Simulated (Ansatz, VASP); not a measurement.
**One calculation of CdSiSb2, two programs**

```xyz
8
Lattice="4.4698 0.0000 0.0000 0.0000 4.4698 0.0000 0.0000 0.0000 13.1082" Properties=species:S:1:pos:R:3 pbc="T T T"
Cd    2.2349    0.0000   11.3480
Cd    0.0000    2.2349    1.7601
Sb    2.2349    2.2349    0.0000
Sb    0.0000    0.0000    3.5740
Sb    2.2349    2.2349    6.5541
Sb    0.0000    0.0000    9.5342
Si    2.2349    0.0000    5.0437
Si    0.0000    2.2349    8.0644
```

Alike in both runs: task single point; functional PBE; k mesh 6 × 6 × 2; occupations fermi-dirac, width 0.02 eV; no spin polarisation.

|  | VASP | Ansatz |
| --- | --- | --- |
| version | VASP 6.6.1 | Ansatz 0.2.0 |
| potentials or method | VASP PAW PBE potentials, release 64 (Cd, Sb, Si) | plane waves, PAW |
| plane-wave cutoff (eV) | 520 | 420 |
| valence electrons in the cell | 52 | 108 |

|  | VASP | Ansatz | Ansatz less VASP |
| --- | --- | --- | --- |
| pressure (GPa) | -1.0 | -1.1 | -0.09 |

VASP's potentials hold 52 valence electrons a cell and Ansatz's 108, so a difference there can come from the potentials and not from the codes.

Spin-orbit coupling is off throughout.
